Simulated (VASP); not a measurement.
# Sc (Fm-3m) in VASP: notebook, part 2 of 2

VASP 6.6.1. The steps go on from the part before.

**3. Single point, PBE**

This run uses another cell than the first one, of 22.56 Å³/atom, 0.895 times its volume.

Contents of INCAR:

```
SYSTEM = Sc
PREC     = Accurate       ! precision mode
ENCUT    = 520            ! plane-wave cutoff, eV
EDIFF    = 1E-6           ! SCF threshold, eV
ISMEAR   = 0              ! smearing method
SIGMA    = 0.1            ! smearing width, eV
LREAL    = .FALSE.        ! projectors in reciprocal space
LASPH    = .TRUE.         ! aspherical terms in the spheres
NELM     = 60             ! most SCF steps
ALGO     = Normal         ! electronic algorithm
ISIF     = 2              ! what is computed and relaxed
LWAVE    = .FALSE.        ! write WAVECAR
LCHARG   = .FALSE.        ! write CHGCAR
GGA      = PE             ! functional
NBANDS   = 12             ! bands
```

Contents of KPOINTS:

```
Automatic mesh
0
G
  8 8 8
  0 0 0
```

Contents of POSCAR:

```
Sc
1.0
    0.0000000000      2.2426577340      2.2426577340
    2.2426577340      0.0000000000      2.2426577340
    2.2426577340      2.2426577340      0.0000000000
Sc
1
Direct
    0.0000000000      0.0000000000      0.0000000000
```

Potentials or basis: VASP PAW PBE potentials, release 64 (Sc_sv).

Run with:

```
$ cat potpaw_PBE.64/Sc_sv/POTCAR > POTCAR
$ mpirun -np 1 vasp_std > vasp.out
```

OUTCAR:

```text
SYSTEM = Sc
   PREC = Accurate
   ENCUT = 520
   EDIFF = 1E-6
   ISMEAR = 0
   LREAL = .FALSE.
   LASPH = .TRUE.
   NELM = 60
   ISIF = 2
   GGA = PE

 ion  position               nearest neighbor table
   1  0.000  0.000  0.000-

  LATTYP: Found a face centered cubic cell.
 ALAT       =     4.4853154680

  Lattice vectors:

 A1 = (   0.0000000000,   2.2426577340,   2.2426577340)
 A2 = (   2.2426577340,   0.0000000000,   2.2426577340)
 A3 = (   2.2426577340,   2.2426577340,   0.0000000000)

Analysis of symmetry for initial positions (statically):
[... 33 lines left out ...]
                                     Primitive cell

  volume of cell :      22.5590

  direct lattice vectors                    reciprocal lattice vectors
     0.000000000  2.242657734  2.242657734    -0.222949758  0.222949758  0.222949758
     2.242657734  0.000000000  2.242657734     0.222949758 -0.222949758  0.222949758
     2.242657734  2.242657734  0.000000000     0.222949758  0.222949758 -0.222949758

  length of vectors
     3.171596983  3.171596983  3.171596983     0.386160309  0.386160309  0.386160309

  position of ions in fractional coordinates (direct lattice)
     0.000000000  0.000000000  0.000000000

  ion indices of the primitive-cell ions
   primitive index   ion index
                 1           1
[... 123 lines left out ...]
 cond. band min:       4.3399721967   @ k =   0.5000   0.2500   0.1250
 fundamental gap:      0.0407350398
 Fermi energy:         4.3078115496

 k-point     1 :       0.0000    0.0000    0.0000
  band No.  band energies     occupation
      1     -44.9026      2.00000
      2     -23.2621      2.00000
      3     -23.2621      2.00000
      4     -23.2621      2.00000
      5      -1.0689      2.00000
      6       5.9934      0.00000
      7       5.9934      0.00000
      8       5.9934      0.00000
      9       7.5448      0.00000
     10       7.5448      0.00000
     11      17.2761      0.00000
     12      21.0338      0.00000
[... 331 lines left out ...]
 k-point    24 :      -0.3750    0.2500    0.1250
  band No.  band energies     occupation
      1     -44.8016      2.00000
      2     -23.7200      2.00000
      3     -23.4698      2.00000
      4     -23.3744      2.00000
      5       3.3515      2.00000
      6       3.9980      1.99999
      7       5.1725      0.00000
      8       6.5967      0.00000
      9       8.3924      0.00000
     10       9.8259      0.00000
     11      11.5872      0.00000
     12      16.1585      0.00000

 [... further k-points ...]
[... 5 lines left out ...]
  --------------------------------------------------------------------------------------
  -------------------------------------------------------------------------------------
  Total        0.7076525      0.7076525      0.7076525     -0.0000000     -0.0000000     -0.0000000
  in kB       50.2587450     50.2587450     50.2587450     -0.0000000     -0.0000000     -0.0000000
  external PRESSURE =      50.2587450 kB  Pullay stress =       0.0000000 kB

 VOLUME and BASIS-vectors are now :
 -----------------------------------------------------------------------------
  energy-cutoff  :      520.00
  volume of cell :       22.56
      direct lattice vectors                 reciprocal lattice vectors
     0.000000000  2.242657734  2.242657734    -0.222949758  0.222949758  0.222949758
     2.242657734  0.000000000  2.242657734     0.222949758 -0.222949758  0.222949758
     2.242657734  2.242657734  0.000000000     0.222949758  0.222949758 -0.222949758

 POSITION                                       TOTAL-FORCE (eV/Angst)
 -----------------------------------------------------------------------------------
      0.00000      0.00000      0.00000         0.000000     -0.000000     -0.000000
 -----------------------------------------------------------------------------------
    total drift:                               -0.000000      0.000000      0.000000

  FREE ENERGIE OF THE ION-ELECTRON SYSTEM (eV)
  ---------------------------------------------------
  free  energy   TOTEN  =        -6.1714403442 eV

  energy  without entropy=       -6.1611552864  energy(sigma->0) =       -6.16629782
```

OSZICAR:

```text
N       E                     dE             d eps       ncg     rms          rms(c)
DAV:   1     0.716968460030E+02    0.71697E+02   -0.51621E+03   696   0.919E+02
DAV:   2    -0.541081705341E+01   -0.77108E+02   -0.75396E+02   696   0.278E+02
DAV:   3    -0.675430128717E+01   -0.13435E+01   -0.13242E+01   884   0.501E+01
DAV:   4    -0.677804796538E+01   -0.23747E-01   -0.23738E-01   852   0.542E+00
DAV:   5    -0.677852683079E+01   -0.47887E-03   -0.47886E-03   944   0.813E-01    0.579E+00
DAV:   6    -0.624135147614E+01    0.53718E+00   -0.80934E-01  1052   0.131E+01    0.176E+00
DAV:   7    -0.617549006711E+01    0.65861E-01   -0.15877E-01  1060   0.554E+00    0.511E-01
DAV:   8    -0.617189395901E+01    0.35961E-02   -0.11664E-02   860   0.156E+00    0.171E-01
DAV:   9    -0.617144648808E+01    0.44747E-03   -0.17880E-03  1072   0.630E-01    0.288E-02
DAV:  10    -0.617144162117E+01    0.48669E-05   -0.54612E-05  1056   0.944E-02    0.674E-03
DAV:  11    -0.617144006124E+01    0.15599E-05   -0.26080E-06  1012   0.250E-02    0.888E-04
DAV:  12    -0.617144034417E+01   -0.28293E-06   -0.23782E-08   400   0.208E-03
   1 F= -.61714403E+01 E0= -.61662978E+01  d E =-.102851E-01
```

stdout:

```text
POSCAR found type information on POSCAR Sc
 POSCAR found :  1 types and       1 ions
 scaLAPACK will be used
 LDA part: xc-table for (Slater+PW92), standard interpolation
 POSCAR, INCAR and KPOINTS ok, starting setup
 FFT: planning ... GRIDC
 FFT: planning ... GRID_SOFT
 FFT: planning ... GRID
 WAVECAR not read
 entering main loop
```

Wall time 7.3 s (1 thread of AMD EPYC 7R43 (Zen 3), shared host); peak memory 0.1 GiB.

What came out:

```
Free energy : -6.1714 eV
Pressure    : 5.0 GPa
```

Levels at points of the mesh, in eV from the Fermi level:
```
           k point  band 3  band 4  band 5  band 6  band 7  band 8
(0.00, 0.00, 0.00)  -27.57  -27.57   -5.38    1.69    1.69    1.69
(0.50, 0.00, 0.00)  -27.64  -27.64   -1.89    0.38    1.56    1.56
(0.50, 0.50, 0.00)  -27.76  -27.76   -1.74   -0.77    2.23    4.24
```

**4. Single point, PBE+D3(BJ)**

Contents of INCAR:

```
PREC = Accurate
ENCUT = 520
EDIFF = 1E-6
ISMEAR = 0
SIGMA = 0.1
LREAL = F
LASPH = T
NELM = 100
ALGO = Normal
ISIF = 2
LWAVE = F
LCHARG = F
GGA = PE
IVDW = 12
NBANDS = 12
```

Contents of KPOINTS:

```
regular mesh
0
Gamma
  8 8 8
```

Contents of POSCAR:

```
Sc
1.0
    0.0000000000      2.3268462047      2.3268462047
    2.3268462047      0.0000000000      2.3268462047
    2.3268462047      2.3268462047      0.0000000000
Sc
1
Direct
    0.0000000000      0.0000000000      0.0000000000
```

Potentials or basis: VASP PAW PBE potentials, release 64 (Sc_sv).

Run with:

```
$ cat potpaw_PBE.64/Sc_sv/POTCAR > POTCAR
$ mpirun -np 1 vasp_std > vasp.out
```

OUTCAR:

```text
PREC = Accurate
   ENCUT = 520
   EDIFF = 1E-6
   ISMEAR = 0
   LREAL = F
   LASPH = T
   NELM = 100
   ISIF = 2
   GGA = PE
   IVDW = 12
 IVDW          = 12

 ion  position               nearest neighbor table
   1  0.000  0.000  0.000-

  LATTYP: Found a face centered cubic cell.
 ALAT       =     4.6536924094

  Lattice vectors:

 A1 = (   0.0000000000,   2.3268462047,   2.3268462047)
 A2 = (   2.3268462047,   0.0000000000,   2.3268462047)
 A3 = (   2.3268462047,   2.3268462047,   0.0000000000)

Analysis of symmetry for initial positions (statically):
[... 537 lines left out ...]

 [... further k-points ...]

------------------------ aborting loop because EDIFF is reached ----------------------------------------

 Edisp (eV)   -0.37942

 E8    (eV) :    -0.1840

  FORCE on cell =-STRESS in cart. coord.  units (eV):
  Direction    XX          YY          ZZ          XY          YZ          ZX
  --------------------------------------------------------------------------------------
  -------------------------------------------------------------------------------------
  Total      -0.54970    -0.54970    -0.54970    -0.00000    -0.00000    -0.00000
  in kB     -34.95437   -34.95437   -34.95437    -0.00000    -0.00000    -0.00000
  external pressure =      -34.95 kB  Pullay stress =        0.00 kB

 VOLUME and BASIS-vectors are now :
 -----------------------------------------------------------------------------
  energy-cutoff  :      520.00
  volume of cell :       25.20
      direct lattice vectors                 reciprocal lattice vectors
     0.000000000  2.326846205  2.326846205    -0.214883132  0.214883132  0.214883132
     2.326846205  0.000000000  2.326846205     0.214883132 -0.214883132  0.214883132
     2.326846205  2.326846205  0.000000000     0.214883132  0.214883132 -0.214883132

 POSITION                                       TOTAL-FORCE (eV/Angst)
 -----------------------------------------------------------------------------------
      0.00000      0.00000      0.00000         0.000000      0.000000     -0.000000
 -----------------------------------------------------------------------------------
    total drift:                               -0.000000     -0.000000      0.000000

  FREE ENERGIE OF THE ION-ELECTRON SYSTEM (eV)
  ---------------------------------------------------
  free  energy   TOTEN  =        -6.5814417210 eV

  energy  without entropy=       -6.5685349069  energy(sigma->0) =       -6.57498831
```

It took 6.6 s on 1 thread of AMD EPYC 7R43 (Zen 3), shared host; peak memory 0.11 GiB.

What came out:

```
Free energy                : -6.5814 eV
Pressure                   : -3.5 GPa
Dispersion energy per atom : -0.379 eV
```

Levels at points of the mesh, in eV from the Fermi level:
| k point | band 2 | band 3 | band 4 | band 5 | band 6 | band 7 | band 8 | band 9 |
| --- | --- | --- | --- | --- | --- | --- | --- | --- |
| (0.00, 0.00, 0.00) | -27.94 | -27.94 | -27.94 | -5.16 | 1.53 | 1.53 | 1.53 | 2.87 |
| (0.50, 0.00, 0.00) | -28.31 | -27.99 | -27.99 | -1.76 | 0.17 | 1.43 | 1.43 | 3.73 |
| (0.50, 0.50, 0.00) | -28.28 | -28.07 | -28.07 | -1.49 | -0.61 | 1.83 | 3.73 | 3.95 |

Caveat: pairwise dispersion overbinds metals, which lowers pressure and volume.

**5. Single point, PBE**

Contents of INCAR:

```
  PREC = Accurate
  ENCUT = 520
  EDIFF = 1E-7
  ISMEAR = 0
  SIGMA = 0.1
  LREAL = F
  LASPH = T
  NELM = 80
  ALGO = Normal
  ISIF = 2
  LWAVE = F
  LCHARG = F
  GGA = PE
  NELECT = 10.5
  NBANDS = 12
```

Contents of KPOINTS:

```
Automatic mesh
0
Gamma
  8 8 8
```

POSCAR is that of step 4.

Run with:

```
$ cat potpaw_PBE.64/Sc_sv/POTCAR > POTCAR
$ mpirun -np 1 vasp_std > vasp.out
```

It took 7 s on 1 thread of AMD EPYC 7R43 (Zen 3), shared host; peak memory 0.1 GiB.

Results (log left out):

| Property | Result |
| --- | --- |
| Free energy | -8.0004 eV |

Levels at points of the mesh, in eV from the Fermi level:
```tsv
k point	band 1	band 2	band 3	band 4	band 5	band 6	band 7	band 8	band 9	band 10
(0.00, 0.00, 0.00)	-49.70	-28.13	-28.13	-28.13	-4.70	1.60	1.60	1.60	2.85	2.85
(0.50, 0.00, 0.00)	-49.65	-28.47	-28.17	-28.17	-1.44	0.63	1.51	1.51	3.67	3.67
(0.50, 0.50, 0.00)	-49.63	-28.45	-28.25	-28.25	-1.19	-0.41	2.27	3.66	3.88	3.88
```

Caveat: the cell carries a net charge on a neutralising background, which shifts energy and pressure; the cell is charged against a uniform background, so pressure and absolute levels hang on convention.

**6. Single point, PBE**

Contents of INCAR:

```
ALGO     = Normal         # electronic algorithm
EDIFF    = 1E-7           # SCF threshold, eV
ENCUT    = 520            # plane-wave cutoff, eV
GGA      = PE             # functional
ISIF     = 2              # what is computed and relaxed
ISMEAR   = 0              # smearing method
ISYM     = 0            
LASPH    = True           # aspherical terms in the spheres
LCHARG   = True           # write CHGCAR
LELF     = True           # ELF
LREAL    = False          # projectors in reciprocal space
LVHAR    = True         
LWAVE    = False          # write WAVECAR
NBANDS   = 12             # bands
NELM     = 100            # most SCF steps
PREC     = Accurate       # precision mode
SIGMA    = 0.1            # smearing width, eV
```

Contents of KPOINTS:

```
Automatic mesh
0
Gamma
  5 2 8
  0.5 0.5 0
```

POSCAR is that of step 5.

Potentials or basis: VASP PAW PBE potentials, release 64 (Sc_sv).

Run with:

```
$ cat potpaw_PBE.64/Sc_sv/POTCAR > POTCAR
$ mpirun -np 1 vasp_std > vasp.out
```

Run time: 9.8 s. Hardware: 1 thread of AMD EPYC 7R43 (Zen 3), shared host; peak memory 0.1 GiB.

The run converged, but its numbers aren't listed here, since they failed a check.

Caveat: the k points lie up to 1.17 Å⁻¹ apart.

**7. The runs side by side**

```csv
level,spin,cell,k mesh,smearing,gap on the mesh (eV),pressure (GPa)
PBE,"collinear, ferromagnetic start","a = 3.291 Å, angles 60.0°, 1 atom",3 × 3 × 3,tetrahedron,none,-1.0
PBE,off,"a = 3.172 Å, angles 60.0°, 1 atom",8 × 8 × 8,gaussian 0.1 eV,none,5.0
PBE+D3(BJ),off,"a = 3.291 Å, angles 60.0°, 1 atom",8 × 8 × 8,gaussian 0.1 eV,none,-3.5
```

Alike in all rows: task single point; potentials or basis VASP PAW PBE potentials, release 64 (Sc_sv); cutoff (eV) 520.

Caveats: some runs use coarse meshes; pairwise dispersion overbinds metals, which lowers pressure and volume (some runs).

Total energies depend on the potentials used, so only differences within one code and one set of settings carry meaning.
